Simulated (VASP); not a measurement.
# Cu (Im-3m) in VASP: notebook

The runs below take Cu through single point, relaxation of cell and atoms, with PBE.

Everything below comes from runs of VASP 6.6.1. Logs are shortened: lines on timing, memory, paths and dates and some standing lists are left out, and cuts for length are marked.

## 1. The cell of the first run

The structure is cubic, space group Im-3m (No. 229). Conventional cell: a = 2.885 Å, b = 2.885 Å, c = 2.885 Å, α = 90.00°, β = 90.00°, γ = 90.00°. Within 3.3 Å of Cu (site symmetry m-3m) lie 14 Cu at 2.50 to 2.89 Å.

This isn't the form of Cu at room conditions, which is fcc.

## 2. Single point, PBE

Contents of INCAR:

```
PREC = Accurate
ENCUT = 520
EDIFF = 1E-6
ISMEAR = 0
SIGMA = 0.1
LREAL = False
LASPH = True
NELM = 60
ALGO = Fast
ISIF = 2
LWAVE = False
LCHARG = False
GGA = PE
NBANDS = 24
```

Contents of KPOINTS:

```
regular mesh
0
Gamma
  14 14 14
```

Contents of POSCAR:

```
Cu
1.0
    0.0000000000      0.0000000000      2.8853386608
    0.0000000000      2.8853386608      0.0000000000
   -4.3280079912     -1.4426693304     -1.4426693304
Cu
3
Direct
    0.3333333333      0.3333333333      0.6666666667
    0.0000000000      0.0000000000      0.0000000000
    0.6666666667      0.6666666667      0.3333333333
```

Potentials or basis: VASP PAW PBE potentials, release 64 (Cu).

Run with:

```sh
$ cat potpaw_PBE.64/Cu/POTCAR > POTCAR
$ mpirun -np 1 vasp_std > vasp.out
```

OUTCAR:

```text
PREC = Accurate
   ENCUT = 520
   EDIFF = 1E-6
   ISMEAR = 0
   LREAL = False
   LASPH = True
   NELM = 60
   ISIF = 2
   GGA = PE

 ion  position               nearest neighbor table
   1  0.333  0.333  0.667-   2 2.50   3 2.50   2 2.50   2 2.50   2 2.50   3 2.50   3 2.50   3 2.50

   2  0.000  0.000  0.000-   1 2.50   3 2.50   3 2.50   3 2.50   1 2.50   1 2.50   3 2.50   1 2.50

   3  0.667  0.667  0.333-   2 2.50   1 2.50   2 2.50   2 2.50   2 2.50   1 2.50   1 2.50   1 2.50

  LATTYP: Found a body centered tetragonal cell.
 ALAT       =     2.8853386608
 C/A-ratio  =     3.0000000000

  Lattice vectors:

 A1 = (   4.3280079912,  -1.4426693304,   1.4426693304)
 A2 = (   4.3280079912,   1.4426693304,  -1.4426693304)
 A3 = (  -4.3280079912,   1.4426693304,   1.4426693304)

Analysis of symmetry for initial positions (statically):
=====================================================================
 Subroutine PRICEL returns following result:

  LATTYP: Found a body centered cubic cell.
 ALAT       =     2.8853386610

  Lattice vectors:

 A1 = (   1.4426693307,   1.4426693307,  -1.4426693301)
 A2 = (  -1.4426693303,  -1.4426693303,  -1.4426693303)
 A3 = (  -1.4426693307,   1.4426693301,   1.4426693301)

   3 primitive cells build up your supercell.

 Routine SETGRP: Setting up the symmetry group for a
 body centered tetragonal supercell.

 Subroutine GETGRP returns: Found 16 space group operations
 (whereof 16 operations were pure point group operations)
 out of a pool of 16 trial point group operations.

The static configuration has the point symmetry D_4h.

Analysis of symmetry for dynamics (positions and initial velocities):
=====================================================================
 Subroutine PRICEL returns following result:

  LATTYP: Found a body centered cubic cell.
 ALAT       =     2.8853386610

  Lattice vectors:

 A1 = (   1.4426693307,   1.4426693307,  -1.4426693301)
 A2 = (  -1.4426693303,  -1.4426693303,  -1.4426693303)
 A3 = (  -1.4426693307,   1.4426693301,   1.4426693301)

   3 primitive cells build up your supercell.

 Routine SETGRP: Setting up the symmetry group for a
 body centered tetragonal supercell.

 Subroutine GETGRP returns: Found 16 space group operations
 (whereof 16 operations were pure point group operations)
 out of a pool of 16 trial point group operations.

The dynamic configuration has the point symmetry D_4h.

 Subroutine INISYM returns: Found 16 space group operations
 (whereof 16 operations are pure point group operations),
 and found     3 'primitive' translations

----------------------------------------------------------------------------------------

                                     Primitive cell

  volume of cell :      12.0105

  direct lattice vectors                    reciprocal lattice vectors
     1.442669331  1.442669331 -1.442669330    -0.000000000  0.346579767 -0.346579767
    -1.442669330 -1.442669330 -1.442669330    -0.346579767  0.000000000 -0.346579767
    -1.442669331  1.442669330  1.442669330    -0.346579767  0.346579767  0.000000000

  length of vectors
     2.498776579  2.498776579  2.498776579     0.490137807  0.490137807  0.490137807

  position of ions in fractional coordinates (direct lattice)
     0.000000000  0.000000000  1.000000000

  ion indices of the primitive-cell ions
   primitive index   ion index
                 1           1

----------------------------------------------------------------------------------------

 KPOINTS: regular mesh

Automatic generation of k-mesh.
 Grid dimensions read from file:
 generate k-points for:   14   14   14

 Generating k-lattice:

  Cartesian coordinates                     Fractional coordinates (reciprocal lattice)
    -0.008251899  0.000000000  0.024755698     0.071428571  0.000000000  0.000000000
    -0.008251899  0.024755698  0.000000000     0.000000000  0.071428571  0.000000000
    -0.016503798  0.000000000  0.000000000     0.000000000  0.000000000  0.071428571

  Length of vectors
     0.026094797  0.026094797  0.016503798

  Shift w.r.t. Gamma in fractional coordinates (k-lattice)
     0.000000000  0.000000000  0.000000000

 Subroutine IBZKPT returns following result:
 ===========================================

 Found    244 irreducible k-points:

 Following reciprocal coordinates:
            Coordinates               Weight
  0.000000  0.000000  0.000000      1.000000
  0.071429  0.000000 -0.000000      8.000000
  0.142857  0.000000  0.000000      8.000000
  0.214286  0.000000 -0.000000      8.000000
  0.285714  0.000000  0.000000      8.000000
  0.357143  0.000000  0.000000      8.000000
[... 16 lines left out ...]
  0.214286  0.142857 -0.000000     16.000000
  0.285714  0.142857  0.000000     16.000000
 [... further k-points ...]
   k-points           NKPTS =    244   k-points in BZ     NKDIM =    244   number of bands    NBANDS=     24
   number of dos      NEDOS =    301   number of ions     NIONS =      3
   total plane-waves  NPLWV =  20736
   dimension x,y,z NGX =    24 NGY =   24 NGZ =   36
   dimension x,y,z NGXF=    48 NGYF=   48 NGZF=   72
   ions per type =               3
   NGX,Y,Z   is equivalent  to a cutoff of  13.83, 13.83, 12.51 a.u.
   NGXF,Y,Z  is equivalent  to a cutoff of  27.66, 27.66, 25.02 a.u.
 SYSTEM =  unknown system
   PREC   = accura    normal or accurate (medium, high low for compatibility)
   ISTART =      0    job   : 0-new  1-cont  2-samecut
   ICHARG =      2    charge: 1-file 2-atom 10-const
   ISPIN  =      1    spin polarized calculation?
   LNONCOLLINEAR =      F non collinear calculations
   LSORBIT =      F    spin-orbit coupling
   LASPH  =      T    aspherical Exc in radial PAW
   ENCUT  =  520.0 eV  38.22 Ry    6.18 a.u.   5.36  5.36  8.90*2*pi/ulx,y,z
   NELM   =     60;   NELMIN=  2; NELMDL= -5     # of ELM steps
   EDIFF  = 0.1E-05   stopping-criterion for ELM
   LREAL  =      F    real-space projection
   EDIFFG = 0.1E-04   stopping-criterion for IOM
   NSW    =      0    number of steps for IOM
   IBRION =     -1    ionic relax: 0-MD 1-quasi-New 2-CG
   NFREE  =      0    steps in history (QN), initial steepest desc. (CG)
   ISIF   =      2    stress and relaxation
   ISYM   =      2    0-nonsym 1-usesym 2-fastsym
   POTIM  = 0.5000    time-step for ionic-motion
   TEBEG  =    0.0;   TEEND  =   0.0 temperature during run
   PSTRESS=    0.0 pullay stress
   NELECT =      33.0000    total number of electrons
   NUPDOWN=      -1.0000    fix difference up-down
   EMIN   =  10.00;   EMAX   =-10.00  energy-range for DOS
   EFERMI =   0.00;   METHOD = LEGACY
   ISMEAR =     0;   SIGMA  =   0.10  broadening in eV -4-tet -1-fermi 0-gaus
   EFERMI_NEDOS =   21; number of points for ismear=-14 and -15
   IALGO  =     68    algorithm
   IMIX   =      4    mixing-type and parameters
     AMIX     =   0.40;   BMIX     =  1.00
     AMIX_MAG =   1.60;   BMIX_MAG =  1.00
  volume/ion in A,a.u.               =      12.01        81.05
  Fermi-wavevector in a.u.,A,eV,Ry     =   1.589836  3.004354 34.389783  2.527578
  Thomas-Fermi vector in A             =   2.688624
   LORBIT       =      0    0 simple, 1 ext, 2 COOP (PROOUT), +10 PAW based schemes
   GGA     = PE    functional components
   LHFCALC =     F    Hartree Fock is set to
   AEXX    =    0.0000 exact exchange contribution
   IVDW    =     0    specifies the selected vdW correction
   LEPSILON=     F    determine dielectric tensor
   LRPA    =     F    only Hartree local field effects (RPA)
 non-spin polarized calculation
 RMM-DIIS sequential band-by-band and
 Gauss-broadening in eV      SIGMA  =   0.10
  energy-cutoff  :      520.00
  volume of cell :       36.03
 maximum number of plane-waves:       992
 NGX is ok and might be reduce to    24
   NGX = 11   NGY = 11   NGZ = 17

 number of electron      32.9999970 magnetization

 Free energy of the ion-electron system (eV)
  ---------------------------------------------------
  ext. energy  EPLUGINS =         0.00000000
  ---------------------------------------------------
  free energy    TOTEN  =       -11.07918213 eV

  energy without entropy =      -11.07326920  energy(sigma->0) =      -11.07622566

 E-fermi :   7.3801     XC(G=0): -12.6300

 val. band max:        7.3700873946   @ k =   0.3571   0.2857   0.1429
 cond. band min:       7.3874961646   @ k =   0.2143   0.0714  -0.0000
 fundamental gap:      0.0174087700
 Fermi energy:         7.3801416257

 k-point     1 :       0.0000    0.0000    0.0000
  band No.  band energies     occupation
      1      -1.8389      2.00000
      2       3.0660      2.00000
      3       3.0660      2.00000
      4       3.4926      2.00000
      5       3.4926      2.00000
      6       4.3298      2.00000
[... 16 lines left out ...]
     23      21.9090      0.00000
     24      21.9090      0.00000

 k-point     2 :       0.0714    0.0000   -0.0000
  band No.  band energies     occupation
      1      -1.7308      2.00000
      2       3.0557      2.00000
      3       3.1161      2.00000
      4       3.4211      2.00000
      5       3.5791      2.00000
      6       4.3207      2.00000
[... 16 lines left out ...]
     23      22.1325      0.00000
     24      22.4685      0.00000

 k-point     3 :       0.1429    0.0000    0.0000
  band No.  band energies     occupation
      1      -1.4096      2.00000
      2       3.0382      2.00000
      3       3.1797      2.00000
      4       3.4079      2.00000
      5       3.6933      2.00000
      6       4.2943      2.00000
[... 16 lines left out ...]
     23      22.2121      0.00000
     24      22.8587      0.00000
[... 514 lines left out ...]
 k-point    23 :       0.2143    0.1429   -0.0000
  band No.  band energies     occupation
      1      -0.3602      2.00000
      2       2.9018      2.00000
      3       3.3414      2.00000
      4       3.4273      2.00000
      5       3.8033      2.00000
      6       4.1127      2.00000
[... 16 lines left out ...]
     23      24.6446      0.00000
     24      25.5764      0.00000

 k-point    24 :       0.2857    0.1429    0.0000
  band No.  band energies     occupation
      1       0.3510      2.00000
      2       2.7936      2.00000
      3       3.3707      2.00000
      4       3.5089      2.00000
      5       3.8075      2.00000
      6       4.0641      2.00000
[... 16 lines left out ...]
     23      22.8126      0.00000
     24      23.3549      0.00000

 [... further k-points ...]
[... 5 lines left out ...]
  --------------------------------------------------------------------------------------
  -------------------------------------------------------------------------------------
  Total       -0.0250733      0.0169472      0.0169472      0.0000000      0.0000000      0.0000000
  in kB       -1.1149099      0.7535769      0.7535769      0.0000000      0.0000000      0.0000000
  external PRESSURE =       0.1307480 kB  Pullay stress =       0.0000000 kB

 VOLUME and BASIS-vectors are now :
 -----------------------------------------------------------------------------
  energy-cutoff  :      520.00
  volume of cell :       36.03
      direct lattice vectors                 reciprocal lattice vectors
     0.000000000  0.000000000  2.885338661    -0.115526589  0.000000000  0.346579767
     0.000000000  2.885338661  0.000000000    -0.115526589  0.346579767  0.000000000
    -4.328007991 -1.442669330 -1.442669330    -0.231053178  0.000000000  0.000000000

 POSITION                                       TOTAL-FORCE (eV/Angst)
 -----------------------------------------------------------------------------------
     -2.88534     -0.00000     -0.00000        -0.000000      0.000000     -0.000000
      0.00000      0.00000      0.00000         0.000000     -0.000000     -0.000000
     -1.44267      1.44267      1.44267         0.000000     -0.000000      0.000000
 -----------------------------------------------------------------------------------
    total drift:                               -0.000000      0.000000      0.000000

  FREE ENERGIE OF THE ION-ELECTRON SYSTEM (eV)
  ---------------------------------------------------
  free  energy   TOTEN  =       -11.0791821253 eV

  energy  without entropy=      -11.0732692028  energy(sigma->0) =      -11.07622566
```

It took 2 min on 1 thread of AMD EPYC 9R45 (Zen 5), shared host; peak memory 0.24 GiB.

Results:

| Item | Value |
| --- | --- |
| Free energy | -11.0792 eV |
| Pressure | 0.0 GPa |
| Band gap on the k mesh | zero (an odd number of electrons rules out a gap without spin polarisation) |

(Continued in part 2 of 2.)
